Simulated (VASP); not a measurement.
# Re (P6_3/mmc) in VASP: notebook

The runs below take Re through single point, with PBE.

Everything below comes from runs of VASP 6.6.1. Logs are shortened: lines on timing, memory, paths and dates and some standing lists are left out, and cuts for length are marked.

## Step 1: The cell of the first run

The structure is hexagonal, space group P6_3/mmc (No. 194). The conventional cell has a = 2.568 Å, b = 2.568 Å, c = 4.106 Å, α = 90.00°, β = 90.00°, γ = 120.00°. Re (site symmetry -6m2) has 12 Re at 2.53 to 2.57 Å within 3.3 Å.

## Step 2: Single point, PBE (volume scaled by 0.96)

Input file INCAR:

```
  PREC = Accurate
  ENCUT = 520
  EDIFF = 1E-6
  ISMEAR = -1
  SIGMA = 0.05
  LREAL = False
  LASPH = True
  NELM = 100
  ALGO = Normal
  ISIF = 2
  LWAVE = False
  LCHARG = True
  GGA = PE
  LELF = True
  LVHAR = True
  NBANDS = 14
```

Input file KPOINTS:

```
Automatic mesh
0
Gamma
  18 18 10
```

Input file POSCAR:

```
Re
1.0
    2.5677224212      0.0000000000      0.0000000000
   -1.2838612106      2.2237128466      0.0000000000
    0.0000000000      0.0000000000      4.1057498614
Re
2
Direct
    0.3333333333      0.6666666667      0.2500000000
    0.6666666667      0.3333333333      0.7500000000
```

Potentials or basis: VASP PAW PBE potentials, release 64 (Re).

On the command line:

```console
$ cat potpaw_PBE.64/Re/POTCAR > POTCAR
$ mpirun -np 1 vasp_std > vasp.out
```

OUTCAR:

```text
PREC = Accurate
   ENCUT = 520
   EDIFF = 1E-6
   ISMEAR = -1
   LREAL = False
   LASPH = True
   NELM = 100
   ISIF = 2
   GGA = PE

 ion  position               nearest neighbor table
   1  0.333  0.667  0.250-   2 2.53   2 2.53   2 2.53   2 2.53   2 2.53   2 2.53
   2  0.667  0.333  0.750-   1 2.53   1 2.53   1 2.53   1 2.53   1 2.53   1 2.53

  LATTYP: Found a hexagonal cell.
 ALAT       =     2.5677224212
 C/A-ratio  =     1.5989850879

  Lattice vectors:

 A1 = (   2.5677224212,   0.0000000000,   0.0000000000)
 A2 = (  -1.2838612106,   2.2237128466,   0.0000000000)
 A3 = (   0.0000000000,   0.0000000000,   4.1057498614)

Analysis of symmetry for initial positions (statically):
=====================================================================
 Subroutine PRICEL returns:
 Original cell was already a primitive cell.

 Routine SETGRP: Setting up the symmetry group for a
 hexagonal supercell.

 Subroutine GETGRP returns: Found 24 space group operations
 (whereof 12 operations were pure point group operations)
 out of a pool of 24 trial point group operations.

The static configuration has the point symmetry D_3d.
 The point group associated with its full space group is D_6h.

Analysis of symmetry for dynamics (positions and initial velocities):
=====================================================================
 Subroutine PRICEL returns:
 Original cell was already a primitive cell.

 Routine SETGRP: Setting up the symmetry group for a
 hexagonal supercell.

 Subroutine GETGRP returns: Found 24 space group operations
 (whereof 12 operations were pure point group operations)
 out of a pool of 24 trial point group operations.

The dynamic configuration has the point symmetry D_3d.
 The point group associated with its full space group is D_6h.

 Subroutine INISYM returns: Found 24 space group operations
 (whereof 12 operations are pure point group operations),
 and found     1 'primitive' translations

----------------------------------------------------------------------------------------

                                     Primitive cell

  volume of cell :      23.4433

  direct lattice vectors                    reciprocal lattice vectors
     2.567722421  0.000000000  0.000000000     0.389450196  0.224849175  0.000000000
    -1.283861211  2.223712847  0.000000000     0.000000000  0.449698351  0.000000000
     0.000000000  0.000000000  4.105749861     0.000000000  0.000000000  0.243560868

  length of vectors
     2.567722421  2.567722421  4.105749861     0.449698351  0.449698351  0.243560868

  position of ions in fractional coordinates (direct lattice)
     0.333333333  0.666666667  0.250000000
     0.666666667  0.333333333  0.750000000

  ion indices of the primitive-cell ions
   primitive index   ion index
                 1           1
                 2           2

----------------------------------------------------------------------------------------

 KPOINTS: Automatic mesh

Automatic generation of k-mesh.
 Grid dimensions read from file:
 generate k-points for:   18   18   10

 Generating k-lattice:

  Cartesian coordinates                     Fractional coordinates (reciprocal lattice)
     0.021636122  0.012491621  0.000000000     0.055555556 -0.000000000  0.000000000
     0.000000000  0.024983242  0.000000000     0.000000000  0.055555556  0.000000000
     0.000000000  0.000000000  0.024356087     0.000000000  0.000000000  0.100000000

  Length of vectors
     0.024983242  0.024983242  0.024356087

  Shift w.r.t. Gamma in fractional coordinates (k-lattice)
     0.000000000  0.000000000  0.000000000

 Subroutine IBZKPT returns following result:
 ===========================================

 Found    222 irreducible k-points:

 Following reciprocal coordinates:
            Coordinates               Weight
  0.000000  0.000000  0.000000      1.000000
  0.055556  0.000000  0.000000      6.000000
  0.111111  0.000000  0.000000      6.000000
  0.166667 -0.000000  0.000000      6.000000
  0.222222  0.000000  0.000000      6.000000
  0.277778 -0.000000  0.000000      6.000000
[... 16 lines left out ...]
  0.333333  0.111111  0.000000     12.000000
  0.388889  0.111111  0.000000     12.000000
 [... further k-points ...]
   k-points           NKPTS =    222   k-points in BZ     NKDIM =    222   number of bands    NBANDS=     14
   number of dos      NEDOS =    301   number of ions     NIONS =      2
   total plane-waves  NPLWV =  12800
   dimension x,y,z NGX =    20 NGY =   20 NGZ =   32
   dimension x,y,z NGXF=    40 NGYF=   40 NGZF=   64
   ions per type =               2
   NGX,Y,Z   is equivalent  to a cutoff of  12.95, 12.95, 12.96 a.u.
   NGXF,Y,Z  is equivalent  to a cutoff of  25.90, 25.90, 25.91 a.u.
 SYSTEM =  unknown system
   PREC   = accura    normal or accurate (medium, high low for compatibility)
   ISTART =      0    job   : 0-new  1-cont  2-samecut
   ICHARG =      2    charge: 1-file 2-atom 10-const
   ISPIN  =      1    spin polarized calculation?
   LNONCOLLINEAR =      F non collinear calculations
   LSORBIT =      F    spin-orbit coupling
   LASPH  =      T    aspherical Exc in radial PAW
   ENCUT  =  520.0 eV  38.22 Ry    6.18 a.u.   4.77  4.77  7.63*2*pi/ulx,y,z
   NELM   =    100;   NELMIN=  2; NELMDL= -5     # of ELM steps
   EDIFF  = 0.1E-05   stopping-criterion for ELM
   LREAL  =      F    real-space projection
   EDIFFG = 0.1E-04   stopping-criterion for IOM
   NSW    =      0    number of steps for IOM
   IBRION =     -1    ionic relax: 0-MD 1-quasi-New 2-CG
   NFREE  =      0    steps in history (QN), initial steepest desc. (CG)
   ISIF   =      2    stress and relaxation
   ISYM   =      2    0-nonsym 1-usesym 2-fastsym
   POTIM  = 0.5000    time-step for ionic-motion
   TEBEG  =    0.0;   TEEND  =   0.0 temperature during run
   PSTRESS=    0.0 pullay stress
   NELECT =      14.0000    total number of electrons
   NUPDOWN=      -1.0000    fix difference up-down
   EMIN   =  10.00;   EMAX   =-10.00  energy-range for DOS
   EFERMI =   0.00;   METHOD = LEGACY
   ISMEAR =    -1;   SIGMA  =   0.05  broadening in eV -4-tet -1-fermi 0-gaus
   EFERMI_NEDOS =   21; number of points for ismear=-14 and -15
   IALGO  =     38    algorithm
   IMIX   =      4    mixing-type and parameters
     AMIX     =   0.40;   BMIX     =  1.00
     AMIX_MAG =   1.60;   BMIX_MAG =  1.00
  volume/ion in A,a.u.               =      11.72        79.10
  Fermi-wavevector in a.u.,A,eV,Ry     =   1.378620  2.605213 25.859121  1.900592
  Thomas-Fermi vector in A             =   2.503664
   LORBIT       =      0    0 simple, 1 ext, 2 COOP (PROOUT), +10 PAW based schemes
   GGA     = PE    functional components
   LHFCALC =     F    Hartree Fock is set to
   AEXX    =    0.0000 exact exchange contribution
   IVDW    =     0    specifies the selected vdW correction
   LEPSILON=     F    determine dielectric tensor
   LRPA    =     F    only Hartree local field effects (RPA)
 non-spin polarized calculation
  energy-cutoff  :      520.00
  volume of cell :       23.44
 maximum number of plane-waves:       656
 NGX is ok and might be reduce to    20
   NGX =  9   NGY =  9   NGZ = 15

 number of electron      13.9999999 magnetization

 Free energy of the ion-electron system (eV)
  ---------------------------------------------------
  ext. energy  EPLUGINS =         0.00000000
  ---------------------------------------------------
  free energy    TOTEN  =       -22.37054521 eV

  energy without entropy =      -22.35993565  energy(sigma->0) =      -22.36524043

 E-fermi :  10.9903     XC(G=0): -15.0140

 val. band max:       10.9888072177   @ k =   0.2778   0.0556   0.5000
 cond. band min:      10.9908942530   @ k =   0.3333   0.3333   0.1000
 fundamental gap:      0.0020870353
 Fermi energy:        10.9902601591

 k-point     1 :       0.0000    0.0000    0.0000
  band No.  band energies     occupation
      1      -0.4252      2.00000
      2       2.4733      2.00000
      3       8.6165      2.00000
      4       8.6165      2.00000
      5       8.8439      2.00000
      6       9.8617      2.00000
      7       9.8617      2.00000
      8      11.0013      0.89017
      9      11.0013      0.89017
     10      12.5530      0.00000
     11      15.4570      0.00000
     12      15.4570      0.00000
     13      24.2556      0.00000
     14      25.2481      0.00000

 k-point     2 :       0.0556    0.0000    0.0000
  band No.  band energies     occupation
      1      -0.2572      2.00000
      2       2.6303      2.00000
      3       8.1676      2.00000
      4       8.7727      2.00000
      5       9.2296      2.00000
      6       9.7345      2.00000
      7      10.0116      2.00000
      8      10.7342      1.98814
      9      10.8559      1.87247
     10      11.9219      0.00000
     11      15.5740      0.00000
     12      16.3468      0.00000
     13      24.3481      0.00000
     14      25.6416      0.00000

 k-point     3 :       0.1111    0.0000    0.0000
  band No.  band energies     occupation
      1       0.2266      2.00000
      2       3.0642      2.00000
      3       7.5581      2.00000
      4       9.2362      2.00000
      5       9.3501      2.00000
      6       9.7343      2.00000
      7       9.7889      2.00000
      8      10.4552      1.99995
      9      10.4794      1.99993
     10      11.2572      0.00956
     11      15.8655      0.00000
     12      18.0046      0.00000
     13      24.4968      0.00000
     14      26.7526      0.00000
[... 324 lines left out ...]
 k-point    23 :       0.3333    0.1111    0.0000
  band No.  band energies     occupation
      1       3.6839      2.00000
      2       4.1366      2.00000
      3       4.3429      2.00000
      4       7.8144      2.00000
      5       7.9913      2.00000
      6       9.6122      2.00000
      7       9.8231      2.00000
      8      14.1004      0.00000
      9      15.4103      0.00000
     10      16.7371      0.00000
     11      17.4062      0.00000
     12      23.5347      0.00000
     13      24.2921      0.00000
     14      25.9354      0.00000

 k-point    24 :       0.3889    0.1111    0.0000
  band No.  band energies     occupation
      1       3.4672      2.00000
      2       3.9585      2.00000
      3       4.2068      2.00000
      4       7.9376      2.00000
      5       8.5049      2.00000
      6       9.3452      2.00000
      7      10.2933      2.00000
      8      15.3874      0.00000
      9      16.1389      0.00000
     10      16.7782      0.00000
     11      18.7837      0.00000
     12      22.2266      0.00000
     13      24.0567      0.00000
     14      24.5442      0.00000

 [... further k-points ...]
[... 5 lines left out ...]
  --------------------------------------------------------------------------------------
  -------------------------------------------------------------------------------------
  Total       21.9911080     21.9911080     23.3550983      0.0000000      0.0000000     -0.0000000
  in kB     1502.9288773   1502.9288773   1596.1474829      0.0000000      0.0000000     -0.0000000
  external PRESSURE =    1534.0017458 kB  Pullay stress =       0.0000000 kB

 VOLUME and BASIS-vectors are now :
 -----------------------------------------------------------------------------
  energy-cutoff  :      520.00
  volume of cell :       23.44
      direct lattice vectors                 reciprocal lattice vectors
     2.567722421  0.000000000  0.000000000     0.389450196  0.224849175  0.000000000
    -1.283861211  2.223712847  0.000000000     0.000000000  0.449698351  0.000000000
     0.000000000  0.000000000  4.105749861     0.000000000  0.000000000  0.243560868

 POSITION                                       TOTAL-FORCE (eV/Angst)
 -----------------------------------------------------------------------------------
     -0.00000      1.48248      1.02644        -0.000000     -0.000000      0.000000
      1.28386      0.74124      3.07931         0.000000      0.000000      0.000000
 -----------------------------------------------------------------------------------
    total drift:                                0.000000     -0.000000     -0.000000

  FREE ENERGIE OF THE ION-ELECTRON SYSTEM (eV)
  ---------------------------------------------------
  free  energy   TOTEN  =       -22.3705452103 eV

  energy  without entropy=      -22.3599356536  energy(sigma->0) =      -22.36524043
```

It took 44 s on 1 thread of Intel Xeon 6975P-C (Granite Rapids), shared host; peak memory 0.18 GiB.

Results:

```yaml
Free_energy: -22.3705 eV
Pressure: 153.4 GPa
Band_gap_on_the_k_mesh: zero (band 7 reaches 13.47 eV, above the bottom of band 8 at 8.43 eV)
```

Caveat: the cell differs from its parent crystal (volume scaled by 0.96); spin-orbit coupling is left out, which moves the levels of the heavy elements.

## Step 3: Single point, PBE (volume scaled by 0.98)

Input file INCAR:

```
SYSTEM = Re
PREC = Accurate
ENCUT = 520
EDIFF = 1E-7
ISMEAR = -1
SIGMA = 0.05
LREAL = .FALSE.
LASPH = .TRUE.
NELM = 80
ALGO = Normal
ISIF = 2
LWAVE = .FALSE.
LCHARG = .FALSE.
GGA = PE
NBANDS = 14
```

Input file KPOINTS:

```
Automatic mesh
0
G
  18 18 10
  0 0 0
```

Input file POSCAR:

```
Re
1.0
    2.5854314113      0.0000000000      0.0000000000
   -1.2927157057      2.2390492819      0.0000000000
    0.0000000000      0.0000000000      4.1340662724
Re
2
Direct
    0.3333333333      0.6666666667      0.2500000000
    0.6666666667      0.3333333333      0.7500000000
```

Potentials or basis: VASP PAW PBE potentials, release 64 (Re).

On the command line:

```console
$ cat potpaw_PBE.64/Re/POTCAR > POTCAR
$ mpirun -np 1 vasp_std > vasp.out
```

OUTCAR:

```text
SYSTEM = Re
   PREC = Accurate
   ENCUT = 520
   EDIFF = 1E-7
   ISMEAR = -1
   LREAL = .FALSE.
   LASPH = .TRUE.
   NELM = 80
   ISIF = 2
   GGA = PE

 ion  position               nearest neighbor table
   1  0.333  0.667  0.250-   2 2.55   2 2.55   2 2.55   2 2.55   2 2.55   2 2.55
   2  0.667  0.333  0.750-   1 2.55   1 2.55   1 2.55   1 2.55   1 2.55   1 2.55

  LATTYP: Found a hexagonal cell.
 ALAT       =     2.5854314113
 C/A-ratio  =     1.5989850879

  Lattice vectors:
[... 587 lines left out ...]
      7       9.9977      2.00000
      8      14.9634      0.00000
      9      15.6956      0.00000
     10      16.3100      0.00000
     11      18.2485      0.00000
     12      21.6231      0.00000
     13      23.4661      0.00000
     14      23.9967      0.00000

 [... further k-points ...]
[... 5 lines left out ...]
  --------------------------------------------------------------------------------------
  -------------------------------------------------------------------------------------
  Total       19.6188206     19.6188206     20.9607032     -0.0000000      0.0000000      0.0000000
  in kB     1313.4373783   1313.4373782   1403.2734939     -0.0000000      0.0000000      0.0000000
  external PRESSURE =    1343.3827501 kB  Pullay stress =       0.0000000 kB

 VOLUME and BASIS-vectors are now :
 -----------------------------------------------------------------------------
  energy-cutoff  :      520.00
  volume of cell :       23.93
      direct lattice vectors                 reciprocal lattice vectors
     2.585431411  0.000000000  0.000000000     0.386782645  0.223309064  0.000000000
    -1.292715706  2.239049282  0.000000000     0.000000000  0.446618129  0.000000000
     0.000000000  0.000000000  4.134066272     0.000000000  0.000000000  0.241892591

 POSITION                                       TOTAL-FORCE (eV/Angst)
 -----------------------------------------------------------------------------------
     -0.00000      1.49270      1.03352         0.000000     -0.000000      0.000000
      1.29272      0.74635      3.10055        -0.000000      0.000000      0.000000
 -----------------------------------------------------------------------------------
    total drift:                               -0.000000      0.000000     -0.000000

  FREE ENERGIE OF THE ION-ELECTRON SYSTEM (eV)
  ---------------------------------------------------
  free  energy   TOTEN  =       -22.8088396052 eV

  energy  without entropy=      -22.7979702312  energy(sigma->0) =      -22.80340492
```

OSZICAR:

```text
N       E                     dE             d eps       ncg     rms          rms(c)
DAV:   1     0.238121582318E+02    0.23812E+02   -0.70245E+03 12424   0.132E+03
DAV:   2    -0.230359223632E+02   -0.46848E+02   -0.41859E+02 10050   0.314E+02
DAV:   3    -0.239231772185E+02   -0.88725E+00   -0.87625E+00  9532   0.400E+01
DAV:   4    -0.239308163144E+02   -0.76391E-02   -0.76349E-02  9566   0.244E+00
DAV:   5    -0.239309467901E+02   -0.13048E-03   -0.13046E-03  9494   0.571E-01    0.629E+01
DAV:   6    -0.231834447581E+02    0.74750E+00   -0.24648E-01 10880   0.124E+01    0.332E+01
DAV:   7    -0.228125452970E+02    0.37090E+00   -0.34072E-01 10874   0.141E+01    0.353E-01
DAV:   8    -0.228094565835E+02    0.30887E-02   -0.45891E-03 10368   0.663E-01    0.276E-01
DAV:   9    -0.228088217917E+02    0.63479E-03   -0.56499E-04 10462   0.289E-01    0.416E-02
DAV:  10    -0.228088478606E+02   -0.26069E-04   -0.55369E-05 10238   0.750E-02    0.138E-02
DAV:  11    -0.228088398143E+02    0.80463E-05   -0.14483E-06 10304   0.234E-02    0.289E-03
DAV:  12    -0.228088395886E+02    0.22569E-06   -0.19544E-08  5544   0.455E-03    0.789E-04
DAV:  13    -0.228088396052E+02   -0.16606E-07   -0.11221E-08  4830   0.270E-03
   1 F= -.22808840E+02 E0= -.22803405E+02  d E =-.108694E-01
```

It took 40 s on 1 thread of Intel Xeon 6975P-C (Granite Rapids), shared host; peak memory 0.18 GiB.

Results:

```
Free energy            : -22.8088 eV
Pressure               : 134.3 GPa
Band gap on the k mesh : zero (band 7 reaches 13.04 eV, above the bottom of band 8 at 8.21 eV)
```

Stress tensor (GPa, compression positive):
```
131.34   0.00   0.00
  0.00 131.34   0.00
  0.00   0.00 140.33
```

Caveat: the cell differs from its parent crystal (volume scaled by 0.98); spin-orbit coupling is left out, which moves the levels of the heavy elements.

## Step 4: Single point, PBE

This run uses another cell than the first one, of 12.21 Å³/atom, 1.042 times its volume.

Changes to INCAR since step 3:

```diff
@@ -8,3 +8,3 @@
 LASPH = .TRUE.
-NELM = 80
+NELM = 100
 ALGO = Normal
```

KPOINTS is that of step 3.

Input file POSCAR:

```
Re
1.0
    2.6029010724      0.0000000000      0.0000000000
   -1.3014505362      2.2541784522      0.0000000000
    0.0000000000      0.0000000000      4.1620000000
Re
2
Direct
    0.3333333333      0.6666666667      0.2500000000
    0.6666666667      0.3333333333      0.7500000000
```

On the command line:

```console
$ cat potpaw_PBE.64/Re/POTCAR > POTCAR
$ mpirun -np 1 vasp_std > vasp.out
```

Wall time 43 s (1 thread of Intel Xeon 6975P-C (Granite Rapids), shared host); peak memory 0.19 GiB.

The run converged. Its results:

```yaml
Free_energy: -23.1916 eV
Pressure: 116.9 GPa
Band_gap_on_the_k_mesh: zero (band 7 reaches 12.62 eV, above the bottom of band 8 at 8.00 eV)
```

Stress tensor (GPa, compression positive):
```
114.07   0.00   0.00
  0.00 114.07   0.00
  0.00   0.00 122.67
```

Levels at points of the mesh, in eV from the Fermi level:
| k point | band 4 | band 5 | band 6 | band 7 | band 8 | band 9 | band 10 | band 11 |
| --- | --- | --- | --- | --- | --- | --- | --- | --- |
| (0.00, 0.00, 0.00) | -2.20 | -1.99 | -1.03 | -1.03 | 0.05 | 0.05 | 1.37 | 4.27 |
| (0.50, 0.00, 0.00) | -2.73 | -1.70 | -1.54 | -0.60 | 5.11 | 5.87 | 5.88 | 7.94 |
| (0.00, 0.00, 0.50) | -2.85 | -2.38 | -2.38 | -2.38 | -2.38 | 3.32 | 3.32 | 3.32 |
| (0.50, 0.00, 0.50) | -5.30 | 0.36 | 0.36 | 1.48 | 1.48 | 5.56 | 5.56 | 6.22 |

Caveat: spin-orbit coupling is left out, which moves the levels of the heavy elements.

## Step 5: The runs side by side

| cell | gap on the mesh (eV) | pressure (GPa) |
| --- | --- | --- |
| a = 2.568, b = 2.568, c = 4.106 Å, angles 90.0, 90.0, 120.0°, 2 atoms | none | 153.4 |
| a = 2.585, b = 2.585, c = 4.134 Å, angles 90.0, 90.0, 120.0°, 2 atoms | none | 134.3 |
| a = 2.603, b = 2.603, c = 4.162 Å, angles 90.0, 90.0, 120.0°, 2 atoms | none | 116.9 |

Alike in all rows: task single point; level PBE; potentials or basis VASP PAW PBE potentials, release 64 (Re); no spin polarisation; k mesh 18 × 18 × 10; cutoff (eV) 520; smearing fermi-dirac 0.05 eV.

Caveats: spin-orbit coupling is left out, which moves the levels of the heavy elements.

Total energies depend on the potentials used, so only differences within one code and one set of settings carry meaning.
